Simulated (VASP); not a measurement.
# Al2O3 (P-6m2) in VASP: notebook

Al2O3 is run at these levels: r2SCAN; tasks: single point.

All numbers are computed with VASP 6.6.1; they aren't measurements. Logs are shortened: lines on timing, memory, paths and dates and some standing lists are left out, and cuts for length are marked.

## Step 1: The cell of the first run

It takes space group P-6m2 (No. 187, hexagonal). The conventional cell has a = 2.654 Å, b = 2.654 Å, c = 9.710 Å, α = 90.00°, β = 90.00°, γ = 120.00°. Within 2.2 Å of Al (site symmetry 3m) lie 6 O at 1.69 to 2.11 Å. O (site symmetry 3m) has 3 Al at 1.69 Å within 2.2 Å. O (site symmetry -6m2) has 6 Al at 2.11 Å and 12 O at 2.65 Å within 2.8 Å.

## Step 2: Single point, r2SCAN (strain -0.080 along x and y, +0.040 along z)

File POSCAR:

```
Al2O3
1.0
    2.6535789524      0.0000000000      0.0000000000
   -1.3267894762      2.2980667837      0.0000000000
    0.0000000000      0.0000000000      9.7102246384
Al O
2 3
Direct
    0.0000000000      0.0000000000      0.1499923300
    0.0000000000      0.0000000000      0.8500076700
    0.3333333333      0.6666666667      0.2223169200
    0.6666666667      0.3333333333      0.0000000000
    0.3333333333      0.6666666667      0.7776830800
```

File INCAR.step1:

```
PREC = Accurate ; ENCUT = 520
ISMEAR = 0 ; SIGMA = 0.05
LREAL = False ; LASPH = True
NELM = 100 ; NBANDS = 20
GGA = PE ; ALGO = Normal
EDIFF = 1E-4 ; LWAVE = True
LCHARG = False
```

File INCAR.step2:

```
PREC = Accurate ; ENCUT = 520
EDIFF = 1E-6 ; ISMEAR = 0
SIGMA = 0.05 ; LREAL = False
LASPH = True ; NELM = 100
ALGO = Normal ; ISIF = 2
LWAVE = False ; LCHARG = False
METAGGA = R2SCAN ; LMIXTAU = True
NBANDS = 20 ; ISTART = 1
```

File KPOINTS:

```
regular mesh
0
Gamma
  12 12 4
```

Potentials or basis: VASP PAW PBE potentials, release 64 (Al, O).

Run with:

```sh
$ cat potpaw_PBE.64/Al/POTCAR potpaw_PBE.64/O/POTCAR > POTCAR
$ cp INCAR.step1 INCAR
$ mpirun -np 1 vasp_std > vasp.out
$ cp INCAR.step2 INCAR
$ mpirun -np 1 vasp_std > vasp.out
```

OUTCAR:

```text
PREC = Accurate
   ENCUT = 520
   EDIFF = 1E-6
   ISMEAR = 0
   LREAL = False
   LASPH = True
   NELM = 100
   ISIF = 2
   METAGGA = R2SCAN
   ISTART = 1

 ion  position               nearest neighbor table
   1  0.000  0.000  0.150-   3 1.69   3 1.69   3 1.69   4 2.11   4 2.11   4 2.11   2 2.91
   2  0.000  0.000  0.850-   5 1.69   5 1.69   5 1.69   4 2.11   4 2.11   4 2.11   1 2.91
   3  0.333  0.667  0.222-   1 1.69   1 1.69   1 1.69
   4  0.667  0.333  0.000-   1 2.11   2 2.11   1 2.11   2 2.11   1 2.11   2 2.11
   5  0.333  0.667  0.778-   2 1.69   2 1.69   2 1.69

  LATTYP: Found a hexagonal cell.
 ALAT       =     2.6535789524
 C/A-ratio  =     3.6592936606

  Lattice vectors:

 A1 = (   2.6535789524,   0.0000000000,   0.0000000000)
 A2 = (  -1.3267894762,   2.2980667837,   0.0000000000)
 A3 = (   0.0000000000,   0.0000000000,   9.7102246384)

Analysis of symmetry for initial positions (statically):
=====================================================================
 Subroutine PRICEL returns:
 Original cell was already a primitive cell.

 Routine SETGRP: Setting up the symmetry group for a
 hexagonal supercell.

 Subroutine GETGRP returns: Found 12 space group operations
 (whereof 12 operations were pure point group operations)
 out of a pool of 24 trial point group operations.

The static configuration has the point symmetry D_3h.

Analysis of symmetry for dynamics (positions and initial velocities):
=====================================================================
 Subroutine PRICEL returns:
 Original cell was already a primitive cell.

 Routine SETGRP: Setting up the symmetry group for a
 hexagonal supercell.

 Subroutine GETGRP returns: Found 12 space group operations
 (whereof 12 operations were pure point group operations)
 out of a pool of 24 trial point group operations.

The dynamic configuration has the point symmetry D_3h.

 Subroutine INISYM returns: Found 12 space group operations
 (whereof 12 operations are pure point group operations),
 and found     1 'primitive' translations

----------------------------------------------------------------------------------------

                                     Primitive cell

  volume of cell :      59.2139

  direct lattice vectors                    reciprocal lattice vectors
     2.653578952  0.000000000  0.000000000     0.376849537  0.217574182  0.000000000
    -1.326789476  2.298066784  0.000000000     0.000000000  0.435148363  0.000000000
     0.000000000  0.000000000  9.710224638     0.000000000  0.000000000  0.102984229

  length of vectors
     2.653578952  2.653578952  9.710224638     0.435148363  0.435148363  0.102984229

  position of ions in fractional coordinates (direct lattice)
     0.000000000  0.000000000  0.149992330
     0.000000000  0.000000000  0.850007670
     0.333333333  0.666666667  0.222316920
     0.666666667  0.333333333  0.000000000
     0.333333333  0.666666667  0.777683080

  ion indices of the primitive-cell ions
   primitive index   ion index
                 1           1
                 2           2
                 3           3
                 4           4
                 5           5

----------------------------------------------------------------------------------------

 KPOINTS: regular mesh

Automatic generation of k-mesh.
 Grid dimensions read from file:
 generate k-points for:   12   12    4

 Generating k-lattice:

  Cartesian coordinates                     Fractional coordinates (reciprocal lattice)
     0.031404128  0.018131182  0.000000000     0.083333333 -0.000000000  0.000000000
     0.000000000  0.036262364  0.000000000     0.000000000  0.083333333  0.000000000
     0.000000000  0.000000000  0.025746057     0.000000000  0.000000000  0.250000000

  Length of vectors
     0.036262364  0.036262364  0.025746057

  Shift w.r.t. Gamma in fractional coordinates (k-lattice)
     0.000000000  0.000000000  0.000000000

 Subroutine IBZKPT returns following result:
 ===========================================

 Found     57 irreducible k-points:

 Following reciprocal coordinates:
            Coordinates               Weight
  0.000000  0.000000  0.000000      1.000000
  0.083333 -0.000000  0.000000      6.000000
  0.166667 -0.000000  0.000000      6.000000
  0.250000 -0.000000  0.000000      6.000000
  0.333333 -0.000000  0.000000      6.000000
  0.416667  0.000000  0.000000      6.000000
[... 16 lines left out ...]
  0.250000 -0.000000  0.250000     12.000000
  0.333333 -0.000000  0.250000     12.000000
 [... further k-points ...]
   k-points           NKPTS =     57   k-points in BZ     NKDIM =     57   number of bands    NBANDS=     20
   number of dos      NEDOS =    301   number of ions     NIONS =      5
   total plane-waves  NPLWV =  28800
   dimension x,y,z NGX =    20 NGY =   20 NGZ =   72
   dimension x,y,z NGXF=    40 NGYF=   40 NGZF=  144
   ions per type =               2   3
   NGX,Y,Z   is equivalent  to a cutoff of  12.53, 12.53, 12.33 a.u.
   NGXF,Y,Z  is equivalent  to a cutoff of  25.06, 25.06, 24.65 a.u.
 SYSTEM =  unknown system
   PREC   = accura    normal or accurate (medium, high low for compatibility)
   ISTART =      1    job   : 0-new  1-cont  2-samecut
   ICHARG =      0    charge: 1-file 2-atom 10-const
   ISPIN  =      1    spin polarized calculation?
   LNONCOLLINEAR =      F non collinear calculations
   LSORBIT =      F    spin-orbit coupling
   LASPH  =      T    aspherical Exc in radial PAW
   ENCUT  =  520.0 eV  38.22 Ry    6.18 a.u.   4.93  4.93 18.05*2*pi/ulx,y,z
   NELM   =    100;   NELMIN=  2; NELMDL=  0     # of ELM steps
   EDIFF  = 0.1E-05   stopping-criterion for ELM
   LREAL  =      F    real-space projection
   EDIFFG = 0.1E-04   stopping-criterion for IOM
   NSW    =      0    number of steps for IOM
   IBRION =     -1    ionic relax: 0-MD 1-quasi-New 2-CG
   NFREE  =      0    steps in history (QN), initial steepest desc. (CG)
   ISIF   =      2    stress and relaxation
   ISYM   =      2    0-nonsym 1-usesym 2-fastsym
   POTIM  = 0.5000    time-step for ionic-motion
   TEBEG  =    0.0;   TEEND  =   0.0 temperature during run
   PSTRESS=    0.0 pullay stress
   NELECT =      24.0000    total number of electrons
   NUPDOWN=      -1.0000    fix difference up-down
   EMIN   =  10.00;   EMAX   =-10.00  energy-range for DOS
   EFERMI =   0.00;   METHOD = LEGACY
   ISMEAR =     0;   SIGMA  =   0.05  broadening in eV -4-tet -1-fermi 0-gaus
   EFERMI_NEDOS =   21; number of points for ismear=-14 and -15
   IALGO  =     38    algorithm
   IMIX   =      4    mixing-type and parameters
     AMIX     =   0.40;   BMIX     =  1.00
     AMIX_MAG =   1.60;   BMIX_MAG =  1.00
  volume/ion in A,a.u.               =      11.84        79.92
  Fermi-wavevector in a.u.,A,eV,Ry     =   1.211539  2.289476 19.970983  1.467826
  Thomas-Fermi vector in A             =   2.347051
   LORBIT       =      0    0 simple, 1 ext, 2 COOP (PROOUT), +10 PAW based schemes
   METAGGA = R2SCAN    functional components
   LHFCALC =     F    Hartree Fock is set to
   AEXX    =    0.0000 exact exchange contribution
   IVDW    =     0    specifies the selected vdW correction
   LEPSILON=     F    determine dielectric tensor
   LRPA    =     F    only Hartree local field effects (RPA)
 non-spin polarized calculation
 Gauss-broadening in eV      SIGMA  =   0.05
  energy-cutoff  :      520.00
  volume of cell :       59.21
 maximum number of plane-waves:      1632
 NGX is ok and might be reduce to    20
   NGX =  9   NGY =  9   NGZ = 37

 number of electron      23.9999992 magnetization

 Free energy of the ion-electron system (eV)
  ---------------------------------------------------
  ext. energy  EPLUGINS =         0.00000000
  ---------------------------------------------------
  free energy    TOTEN  =       -45.57980090 eV

  energy without entropy =      -45.57980090  energy(sigma->0) =      -45.57980090

 E-fermi :   1.6766     XC(G=0):  -9.1107

 val. band max:        1.3940258448   @ k =   0.0000   0.0000   0.0000
 cond. band min:       8.5611671453   @ k =   0.0000   0.0000   0.0000
 fundamental gap:      7.1671413005
 Fermi energy:         1.6765656905

 k-point     1 :       0.0000    0.0000    0.0000
  band No.  band energies     occupation
      1     -19.4301      2.00000
      2     -18.6553      2.00000
      3     -17.1270      2.00000
      4      -4.9890      2.00000
      5      -1.7950      2.00000
      6      -0.1582      2.00000
[... 12 lines left out ...]
     19      18.3816      0.00000
     20      19.8656      0.00000

 k-point     2 :       0.0833   -0.0000    0.0000
  band No.  band energies     occupation
      1     -19.3196      2.00000
      2     -18.5657      2.00000
      3     -17.0649      2.00000
      4      -4.8932      2.00000
      5      -1.7898      2.00000
      6      -0.5962      2.00000
[... 12 lines left out ...]
     19      17.9669      0.00000
     20      19.1915      0.00000

 k-point     3 :       0.1667   -0.0000    0.0000
  band No.  band energies     occupation
      1     -19.0009      2.00000
      2     -18.3120      2.00000
      3     -16.8939      2.00000
      4      -4.6435      2.00000
      5      -2.0014      2.00000
      6      -1.5223      2.00000
[... 12 lines left out ...]
     19      17.3033      0.00000
     20      17.9531      0.00000

 k-point     4 :       0.2500   -0.0000    0.0000
  band No.  band energies     occupation
      1     -18.5164      2.00000
      2     -17.9406      2.00000
      3     -16.6608      2.00000
      4      -4.4318      2.00000
      5      -2.9482      2.00000
      6      -2.3455      2.00000
[... 429 lines left out ...]
 k-point    23 :       0.2500   -0.0000    0.2500
  band No.  band energies     occupation
      1     -18.5164      2.00000
      2     -17.9407      2.00000
      3     -16.6607      2.00000
      4      -4.4321      2.00000
      5      -2.9473      2.00000
      6      -2.3476      2.00000
[... 12 lines left out ...]
     19      16.9652      0.00000
     20      17.6833      0.00000

 k-point    24 :       0.3333   -0.0000    0.2500
  band No.  band energies     occupation
      1     -17.9476      2.00000
      2     -17.5343      2.00000
      3     -16.4443      2.00000
      4      -4.6957      2.00000
      5      -4.0746      2.00000
      6      -3.0843      2.00000
[... 12 lines left out ...]
     19      16.9206      0.00000
     20      18.4311      0.00000

 [... further k-points ...]
[... 5 lines left out ...]
  --------------------------------------------------------------------------------------
  -------------------------------------------------------------------------------------
  Total       16.7216982     16.7216982     -2.1592827      0.0000000     -0.0000000      0.0000000
  in kB      452.4462855    452.4462855    -58.4246554      0.0000000     -0.0000000      0.0000000
  external PRESSURE =     282.1559719 kB  Pullay stress =       0.0000000 kB

 VOLUME and BASIS-vectors are now :
 -----------------------------------------------------------------------------
  energy-cutoff  :      520.00
  volume of cell :       59.21
      direct lattice vectors                 reciprocal lattice vectors
     2.653578952  0.000000000  0.000000000     0.376849537  0.217574182  0.000000000
    -1.326789476  2.298066784  0.000000000     0.000000000  0.435148363  0.000000000
     0.000000000  0.000000000  9.710224638     0.000000000  0.000000000  0.102984229

 POSITION                                       TOTAL-FORCE (eV/Angst)
 -----------------------------------------------------------------------------------
      0.00000      0.00000      1.45646        -0.000000     -0.000000     -2.773467
      0.00000      0.00000      8.25377        -0.000000     -0.000000      2.773467
     -0.00000      1.53204      2.15875         0.000000      0.000000      1.388496
      1.32679      0.76602      0.00000         0.000000      0.000000      0.000000
     -0.00000      1.53204      7.55148         0.000000      0.000000     -1.388496
 -----------------------------------------------------------------------------------
    total drift:                                0.000013     -0.000007     -0.000000

  FREE ENERGIE OF THE ION-ELECTRON SYSTEM (eV)
  ---------------------------------------------------
  free  energy   TOTEN  =       -45.5798009041 eV

  energy  without entropy=      -45.5798009041  energy(sigma->0) =      -45.57980090
```

Run time: 2.7 min. Hardware: 1 thread of AMD EPYC 9R45 (Zen 5), shared host; peak memory 0.17 GiB.

What came out:

| Quantity | Value |
| --- | --- |
| Free energy | -45.5798 eV |
| Pressure | 28.2 GPa |
| Largest force | 2.773 eV/Å |
| Band gap on the k mesh | 7.17 eV |

Forces in eV/Å, atoms in the order of the input:
```
Al   0.000  0.000 -2.773
Al   0.000  0.000  2.773
O    0.000  0.000  1.388
O    0.000  0.000  0.000
O    0.000  0.000 -1.388
```

Caveat: the cell differs from its parent crystal (strain -0.080 along x and y, +0.040 along z); the cell stands under pressure; the PAW data sets were made with another functional, which shifts forces and pressure a little. A k mesh can miss the band edges.

## Step 3: Single point, r2SCAN (strain -0.040 along x and y, -0.040 along z)

POSCAR: that of step 2 with these lines changed.

```diff
@@ -2,5 +2,5 @@
 1.0
-    2.6535789524      0.0000000000      0.0000000000
-   -1.3267894762      2.2980667837      0.0000000000
-    0.0000000000      0.0000000000      9.7102246384
+    2.7689519504      0.0000000000      0.0000000000
+   -1.3844759752      2.3979827309      0.0000000000
+    0.0000000000      0.0000000000      8.9632842816
 Al O
```

File INCAR.step1:

```
SYSTEM = Al2O3
ALGO     = Normal         ! electronic algorithm
EDIFF    = 1E-4           ! SCF threshold, eV
ENCUT    = 520            ! plane-wave cutoff, eV
GGA      = PE             ! functional
ISMEAR   = 0              ! smearing method
LASPH    = .TRUE.         ! aspherical terms in the spheres
LCHARG   = .FALSE.        ! write CHGCAR
LREAL    = .FALSE.        ! projectors in reciprocal space
LWAVE    = .TRUE.         ! write WAVECAR
NBANDS   = 20             ! bands
NELM     = 80             ! most SCF steps
PREC     = Accurate       ! precision mode
SIGMA    = 0.05           ! smearing width, eV
```

File INCAR.step2:

```
SYSTEM = Al2O3
ALGO     = Normal         ! electronic algorithm
EDIFF    = 1E-6           ! SCF threshold, eV
ENCUT    = 520            ! plane-wave cutoff, eV
ISIF     = 2              ! what is computed and relaxed
ISMEAR   = 0              ! smearing method
ISTART   = 1            
LASPH    = .TRUE.         ! aspherical terms in the spheres
LCHARG   = .FALSE.        ! write CHGCAR
LMIXTAU  = .TRUE.       
LREAL    = .FALSE.        ! projectors in reciprocal space
LWAVE    = .FALSE.        ! write WAVECAR
METAGGA  = R2SCAN         ! meta-GGA
NBANDS   = 20             ! bands
NELM     = 80             ! most SCF steps
PREC     = Accurate       ! precision mode
SIGMA    = 0.05           ! smearing width, eV
```

File KPOINTS:

```
k-points
0
G
  12 12 4
  0 0 0
```

Potentials or basis: VASP PAW PBE potentials, release 64 (Al, O).

Run with:

```sh
$ cat potpaw_PBE.64/Al/POTCAR potpaw_PBE.64/O/POTCAR > POTCAR
$ cp INCAR.step1 INCAR
$ mpirun -np 1 vasp_std > vasp.out
$ cp INCAR.step2 INCAR
$ mpirun -np 1 vasp_std > vasp.out
```

It took 4.3 min on 1 thread of AMD EPYC 9R45 (Zen 5), shared host; peak memory 0.2 GiB.

Results (log left out):

| Item | Value |
| --- | --- |
| Free energy | -46.5269 eV |
| Pressure | 17.3 GPa |
| Largest force | 1.304 eV/Å |
| Band gap on the k mesh | 6.74 eV (least direct gap 7.05 eV) |

Forces in eV/Å, atoms in the order of the input:
```
Al   0.000  0.000 -0.380
Al   0.000  0.000  0.380
O    0.000  0.000  1.304
O    0.000  0.000  0.000
O    0.000  0.000 -1.304
```

Stress tensor (GPa, compression positive):
```
20.51  0.00  0.00
 0.00 20.51  0.00
 0.00  0.00 10.96
```

Levels at points of the mesh, in eV from the valence-band top:
| k point | band 9 | band 10 | band 11 | band 12 | band 13 | band 14 | band 15 | band 16 |
| --- | --- | --- | --- | --- | --- | --- | --- | --- |
| (0.00, 0.00, 0.00) | -1.28 | -0.62 | -0.62 | -0.30 | 6.74 | 8.84 | 10.17 | 10.93 |
| (0.50, 0.00, 0.00) | -2.04 | -1.20 | -0.93 | -0.64 | 9.58 | 10.82 | 11.22 | 12.93 |
| (0.00, 0.00, 0.50) | -1.28 | -0.62 | -0.62 | -0.36 | 6.98 | 8.45 | 9.90 | 11.65 |
| (0.50, 0.00, 0.50) | -2.04 | -1.20 | -0.94 | -0.63 | 9.60 | 10.92 | 11.13 | 12.47 |

Caveat: the cell differs from its parent crystal (strain -0.040 along x and y, -0.040 along z); the cell stands under pressure; the PAW data sets were made with another functional, which shifts forces and pressure a little.
